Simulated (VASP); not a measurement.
# SiC (P6_3mc) in VASP: settings compared

SiC is run at these levels: r2SCANh, HSE06; tasks: single point, relaxation of cell and atoms.

Program: VASP 6.6.1. These are calculated values, not measurements. Logs are shortened: lines on timing, memory, paths and dates and some standing lists are left out, and cuts for length are marked.

## (1) The cell of the first run

Symmetry: P6_3mc, No. 186, hexagonal system. The conventional cell has a = 3.075 Å, b = 3.075 Å, c = 5.048 Å, α = 90.00°, β = 90.00°, γ = 120.00°. Within 2.5 Å of Si (site symmetry 3m) lie 4 C at 1.88 to 1.90 Å. Within 2.5 Å of C (site symmetry 3m) lie 4 Si at 1.88 to 1.90 Å.

## (2) Single point, r2SCANh

POSCAR

```
SiC
1.0
    3.0753562471      0.0000000000      0.0000000000
   -1.5376781236      2.6633366356      0.0000000000
    0.0000000000      0.0000000000      5.0481080958
Si C
2 2
Direct
    0.3333333333      0.6666666667     -0.0004084052
    0.6666666667      0.3333333333      0.4995915948
    0.3333333333      0.6666666667      0.3754084052
    0.6666666667      0.3333333333      0.8754084052
```

INCAR.step1

```
SYSTEM = SiC
ALGO = Normal
EDIFF = 1E-5
ENCUT = 520
GGA = PE
ISIF = 2
ISMEAR = 0
LASPH = .TRUE.
LCHARG = .FALSE.
LREAL = .FALSE.
LWAVE = .TRUE.
NBANDS = 16
NELM = 60
PREC = Accurate
SIGMA = 0.01
```

INCAR.step2

```
SYSTEM = SiC
AEXX = 0.1
ALGO = Normal
EDIFF = 1E-7
ENCUT = 520
ISIF = 2
ISMEAR = 0
ISTART = 1
LASPH = .TRUE.
LCHARG = .FALSE.
LHFCALC = .TRUE.
LMIXTAU = .TRUE.
LREAL = .FALSE.
LWAVE = .FALSE.
METAGGA = R2SCAN
NBANDS = 16
NELM = 60
PREC = Accurate
PRECFOCK = Normal
SIGMA = 0.01
```

KPOINTS

```
k-points
0
G
  6 6 4
  0 0 0
```

Potentials or basis: VASP PAW PBE potentials, release 64 (Si, C).

The run is started by

```bash
$ cat potpaw_PBE.64/Si/POTCAR potpaw_PBE.64/C/POTCAR > POTCAR
$ cp INCAR.step1 INCAR
$ mpirun -np 1 vasp_std > vasp.out
$ cp INCAR.step2 INCAR
$ mpirun -np 1 vasp_std > vasp.out
```

OUTCAR:

```text
SYSTEM = SiC
   AEXX = 0.1
   EDIFF = 1E-7
   ENCUT = 520
   ISIF = 2
   ISMEAR = 0
   ISTART = 1
   LASPH = .TRUE.
   LHFCALC = .TRUE.
   LREAL = .FALSE.
   METAGGA = R2SCAN
   NELM = 60
   PREC = Accurate
   PRECFOCK = Normal

 ion  position               nearest neighbor table
   1  0.333  0.667  1.000-   4 1.88   4 1.88   4 1.88   3 1.90   2 3.09   2 3.09   2 3.09   2 3.09
                             2 3.09   2 3.09
   2  0.667  0.333  0.500-   3 1.88   3 1.88   3 1.88   4 1.90   1 3.09   1 3.09   1 3.09   1 3.09
                             1 3.09   1 3.09
   3  0.333  0.667  0.375-   2 1.88   2 1.88   2 1.88   1 1.90
   4  0.667  0.333  0.875-   1 1.88   1 1.88   1 1.88   2 1.90

  LATTYP: Found a hexagonal cell.
 ALAT       =     3.0753562471
 C/A-ratio  =     1.6414710005

  Lattice vectors:

 A1 = (   3.0753562471,   0.0000000000,   0.0000000000)
 A2 = (  -1.5376781236,   2.6633366356,   0.0000000000)
 A3 = (   0.0000000000,   0.0000000000,   5.0481080958)

Analysis of symmetry for initial positions (statically):
=====================================================================
 Subroutine PRICEL returns:
 Original cell was already a primitive cell.

 Routine SETGRP: Setting up the symmetry group for a
 hexagonal supercell.

 Subroutine GETGRP returns: Found 12 space group operations
 (whereof  6 operations were pure point group operations)
 out of a pool of 24 trial point group operations.

The static configuration has the point symmetry C_3v.
 The point group associated with its full space group is C_6v.

Analysis of symmetry for dynamics (positions and initial velocities):
=====================================================================
 Subroutine PRICEL returns:
 Original cell was already a primitive cell.

 Routine SETGRP: Setting up the symmetry group for a
 hexagonal supercell.

 Subroutine GETGRP returns: Found 12 space group operations
 (whereof  6 operations were pure point group operations)
 out of a pool of 24 trial point group operations.

The dynamic configuration has the point symmetry C_3v.
 The point group associated with its full space group is C_6v.

 Subroutine INISYM returns: Found 12 space group operations
 (whereof  6 operations are pure point group operations),
 and found     1 'primitive' translations
[... 101 lines left out ...]
   ISIF   =      2    stress and relaxation
   ISYM   =      3    0-nonsym 1-usesym 2-fastsym
   POTIM  = 0.5000    time-step for ionic-motion
   TEBEG  =    0.0;   TEEND  =   0.0 temperature during run
   PSTRESS=    0.0 pullay stress
   NELECT =      16.0000    total number of electrons
   NUPDOWN=      -1.0000    fix difference up-down
   EMIN   =  10.00;   EMAX   =-10.00  energy-range for DOS
   EFERMI =   0.00;   METHOD = LEGACY
   ISMEAR =     0;   SIGMA  =   0.01  broadening in eV -4-tet -1-fermi 0-gaus
   EFERMI_NEDOS =   21; number of points for ismear=-14 and -15
   IALGO  =     38    algorithm
   IMIX   =      1    mixing-type and parameters
     AMIX     =   0.40;   BMIX     =  1.00
     AMIX_MAG =   1.60;   BMIX_MAG =  1.00
  volume/ion in A,a.u.               =      10.34        69.76
  Fermi-wavevector in a.u.,A,eV,Ry     =   1.192975  2.254396 19.363676  1.423190
  Thomas-Fermi vector in A             =   2.329001
   LORBIT       =      0    0 simple, 1 ext, 2 COOP (PROOUT), +10 PAW based schemes
   METAGGA = R2SCAN    functional components
   LHFCALC =     T    Hartree Fock is set to
   PRECFOCK=normal    Normal, Fast or Accurate (Low or Medium for compatibility)
   ENCUT4O =  -1.0   cutoff for four orbital integrals eV
   NKREDX  =     1    reduce k-point grid by
   NKREDY  =     1    reduce k-point grid by
   NKREDZ  =     1    reduce k-point grid by
   AEXX    =    0.1000 exact exchange contribution
   HFSCREEN=    0.0000 screening length (either q_TF or 0.3 A-1)
   HFSCREENC=   0.0000 screening length for correlation (either q_TF or 0.3 A-1)
   ENCUTFOCK=  -1.0 apply spherical cutoff to Coloumb kernel
   IVDW    =     0    specifies the selected vdW correction
   LEPSILON=     F    determine dielectric tensor
   LRPA    =     F    only Hartree local field effects (RPA)
 non-spin polarized calculation
 Gauss-broadening in eV      SIGMA  =   0.01
  energy-cutoff  :      520.00
  volume of cell :       41.35
 maximum number of plane-waves:      1124
 NGX is ok and might be reduce to    24
  NGX = 18; NGY = 18; NGZ = 30

 number of electron      16.0000000 magnetization

 Free energy of the ion-electron system (eV)
  ---------------------------------------------------
  ext. energy  EPLUGINS =         0.00000000
  ---------------------------------------------------
  free energy    TOTEN  =       -40.46177394 eV

  energy without entropy =      -40.46177394  energy(sigma->0) =      -40.46177394

 E-fermi :   7.8411     XC(G=0): -10.8668

 val. band max:        7.7858312418   @ k =   0.0000   0.0000   0.0000
 cond. band min:      11.0307025573   @ k =   0.3333   0.3333   0.0000
 fundamental gap:      3.2448713155
 Fermi energy:         7.8410601443

 k-point     1 :       0.0000    0.0000    0.0000
  band No.  band energies     occupation
      1      -9.1135      2.00000
      2      -5.3793      2.00000
      3      -1.5222      2.00000
      4       6.3498      2.00000
      5       6.3498      2.00000
      6       7.6755      2.00000
[... 376 lines left out ...]
      3      -0.4875      2.00000
      4      -0.4875      2.00000
      5       1.7641      2.00000
      6       1.7641      2.00000
[... 8 lines left out ...]
     15      20.9251      0.00000
     16      20.9251      0.00000

------------------------ aborting loop because EDIFF is reached ----------------------------------------

  FORCE on cell =-STRESS in cart. coord.  units (eV):
  Direction    XX          YY          ZZ          XY          YZ          ZX
  --------------------------------------------------------------------------------------
  -------------------------------------------------------------------------------------
  Total       -0.3914750     -0.3914750     -0.4411699      0.0000000      0.0000000      0.0000000
  in kB      -15.1692643    -15.1692643    -17.0948910      0.0000000      0.0000000      0.0000000
  external PRESSURE =     -15.8111399 kB  Pullay stress =       0.0000000 kB

 VOLUME and BASIS-vectors are now :
 -----------------------------------------------------------------------------
  energy-cutoff  :      520.00
  volume of cell :       41.35
      direct lattice vectors                 reciprocal lattice vectors
     3.075356247  0.000000000  0.000000000     0.325165581  0.187734436  0.000000000
    -1.537678124  2.663336636  0.000000000     0.000000000  0.375468871  0.000000000
     0.000000000  0.000000000  5.048108096     0.000000000  0.000000000  0.198094015

 POSITION                                       TOTAL-FORCE (eV/Angst)
 -----------------------------------------------------------------------------------
     -0.00000      1.77556      5.04605         0.000000     -0.000000     -0.010610
      1.53768      0.88778      2.52199        -0.000000      0.000000     -0.010610
     -0.00000      1.77556      1.89510         0.000000     -0.000000      0.010610
      1.53768      0.88778      4.41916         0.000000     -0.000000      0.010610
 -----------------------------------------------------------------------------------
    total drift:                                0.000000     -0.000000      0.000134

  FREE ENERGIE OF THE ION-ELECTRON SYSTEM (eV)
  ---------------------------------------------------
  free  energy   TOTEN  =       -40.4617739442 eV

  energy  without entropy=      -40.4617739442  energy(sigma->0) =      -40.46177394
```

OUTCAR.step1:

```text
SYSTEM = SiC
   EDIFF = 1E-5
   ENCUT = 520
   GGA = PE
   ISIF = 2
   ISMEAR = 0
[... 627 lines left out ...]
     -0.00000      1.77556      5.04605         0.000000      0.000000     -0.004220
      1.53768      0.88778      2.52199        -0.000000      0.000000     -0.004220
     -0.00000      1.77556      1.89510        -0.000000      0.000000      0.004220
      1.53768      0.88778      4.41916         0.000000     -0.000000      0.004220
 -----------------------------------------------------------------------------------
    total drift:                               -0.000000      0.000000      0.000066

  FREE ENERGIE OF THE ION-ELECTRON SYSTEM (eV)
  ---------------------------------------------------
  free  energy   TOTEN  =       -30.0926508364 eV

  energy  without entropy=      -30.0926508364  energy(sigma->0) =      -30.09265084
```

OSZICAR.step1:

```text
N       E                     dE             d eps       ncg     rms          rms(c)
DAV:   1     0.279925906926E+02    0.27993E+02   -0.69815E+03   672   0.884E+02
DAV:   2    -0.311072086601E+02   -0.59100E+02   -0.53269E+02   992   0.163E+02
DAV:   3    -0.338085879781E+02   -0.27014E+01   -0.26935E+01   896   0.315E+01
DAV:   4    -0.338283805763E+02   -0.19793E-01   -0.19788E-01   792   0.332E+00
DAV:   5    -0.338285748391E+02   -0.19426E-03   -0.19426E-03   880   0.311E-01    0.125E+01
DAV:   6    -0.301832618607E+02    0.36453E+01   -0.65193E+00   848   0.157E+01    0.564E+00
DAV:   7    -0.301105304960E+02    0.72731E-01   -0.11087E+00   936   0.617E+00    0.249E+00
DAV:   8    -0.300938439951E+02    0.16687E-01   -0.46336E-02   760   0.138E+00    0.629E-01
DAV:   9    -0.300923080351E+02    0.15360E-02   -0.74926E-03   848   0.588E-01    0.123E-01
DAV:  10    -0.300926244673E+02   -0.31643E-03   -0.10137E-03   792   0.184E-01    0.571E-02
DAV:  11    -0.300926497790E+02   -0.25312E-04   -0.94418E-05   816   0.689E-02    0.135E-02
DAV:  12    -0.300926508364E+02   -0.10574E-05   -0.63238E-06   456   0.162E-02
   1 F= -.30092651E+02 E0= -.30092651E+02  d E =-.222592E-56
```

It took 38 min on 1 thread of AMD EPYC 7R13 (Zen 3), shared host; peak memory 0.15 GiB.

Results:

```yaml
Free_energy: -40.4618 eV
Pressure: -1.6 GPa
Largest_force: 0.011 eV/Å
Band_gap_on_the_k_mesh: 3.24 eV (least direct gap 5.14 eV)
```

Forces on the atoms (eV/Å):
```
Si   0.000  0.000 -0.011
Si   0.000  0.000 -0.011
C    0.000  0.000  0.011
C    0.000  0.000  0.011
```

Caveat: the PAW data sets were made with another functional, which shifts forces and pressure a little.

## (3) Relaxation of cell and atoms, HSE06

POSCAR is that of step 2.

INCAR.step1

```
  PREC = Accurate
  ENCUT = 600
  EDIFF = 1E-5
  ISMEAR = -1
  SIGMA = 0.02
  LREAL = F
  LASPH = T
  NELM = 100
  ALGO = Normal
  LWAVE = T
  LCHARG = F
  GGA = PE
  NBANDS = 16
  KPAR = 4
```

INCAR.step2

```
  PREC = Accurate
  ENCUT = 600
  EDIFF = 1E-7
  ISMEAR = -1
  SIGMA = 0.02
  LREAL = F
  LASPH = T
  NELM = 100
  ALGO = Normal
  ISIF = 3
  LWAVE = F
  LCHARG = F
  GGA = PE
  LHFCALC = T
  HFSCREEN = 0.2079
  PRECFOCK = Normal
  IBRION = 2
  NSW = 80
  EDIFFG = -0.005
  ISTART = 1
  KPAR = 4
```

KPOINTS

```
regular mesh
0
Gamma
  6 6 4
```

Potentials or basis: VASP PAW PBE potentials, release 64 (Si, C).

The run is started by

```bash
$ cat potpaw_PBE.64/Si/POTCAR potpaw_PBE.64/C/POTCAR > POTCAR
$ cp INCAR.step1 INCAR
$ mpirun -np 4 vasp_std > vasp.out
$ cp INCAR.step2 INCAR
$ mpirun -np 4 vasp_std > vasp.out
```

Run time: 58 min. Hardware: 4 MPI ranks of Oxide Virtual Turin-like, shared host; peak memory 0.27 GiB.

The run converged. Its results:

| Property | Result |
| --- | --- |
| Free energy | -34.8353 eV |
| Relaxed volume | 10.26 Å³/atom |
| Relaxed cell | a = 3.069 Å, b = 3.069 Å, c = 5.032 Å, α = 90.00°, β = 90.00°, γ = 120.00° |
| Space group after relaxing (to 0.1 Å) | P6_3mc (No. 186) |
| Energy gained by relaxing | 0.4 meV/atom |
| Ionic steps | 5 |
| Pressure after relaxing | 0.0 GPa |
| Band gap on the k mesh | 3.17 eV (least direct gap 5.07 eV) |

The path:
```csv
step,energy change (eV),largest force (eV/Å),pressure (GPa),volume (Å³)
1,0.0000,0.0181,-1.71,41.35
2,0.0005,0.0033,2.02,40.69
3,-0.0017,0.0080,0.02,41.04
4,-0.0017,0.0082,-0.01,41.04
5,-0.0017,0.0006,-0.03,41.05
```

Final structure:
```yaml
crystal:
  lattice:
    - [3.06913, 0.00000, 0.00000]
    - [-1.53457, 2.65795, 0.00000]
    - [0.00000, 0.00000, 5.03183]
  atoms:
    - { symbol: Si, position: [0.33333, 0.66667, 0.99944] }
    - { symbol: Si, position: [0.66667, 0.33333, 0.49944] }
    - { symbol: C, position: [0.33333, 0.66667, 0.37556] }
    - { symbol: C, position: [0.66667, 0.33333, 0.87556] }
```

Levels at points of the mesh, in eV from the valence-band top:
| k point | band 4 | band 5 | band 6 | band 7 | band 8 | band 9 | band 10 | band 11 | band 12 |
| --- | --- | --- | --- | --- | --- | --- | --- | --- | --- |
| (0.00, 0.00, 0.00) | -1.47 | -1.47 | -0.10 | 0.00 | 0.00 | 6.02 | 7.59 | 7.93 | 7.93 |
| (0.50, 0.00, 0.00) | -6.93 | -5.96 | -3.68 | -3.53 | -1.32 | 3.75 | 5.28 | 8.18 | 8.40 |
| (0.00, 0.00, 0.50) | -4.86 | -0.80 | -0.80 | -0.80 | -0.80 | 7.18 | 7.18 | 8.66 | 8.66 |
| (0.50, 0.00, 0.50) | -9.09 | -2.70 | -2.70 | -2.54 | -2.54 | 4.31 | 4.31 | 6.41 | 6.41 |

Caveat: the PAW data sets were made with another functional, which shifts forces and pressure a little. A k mesh can miss the band edges.
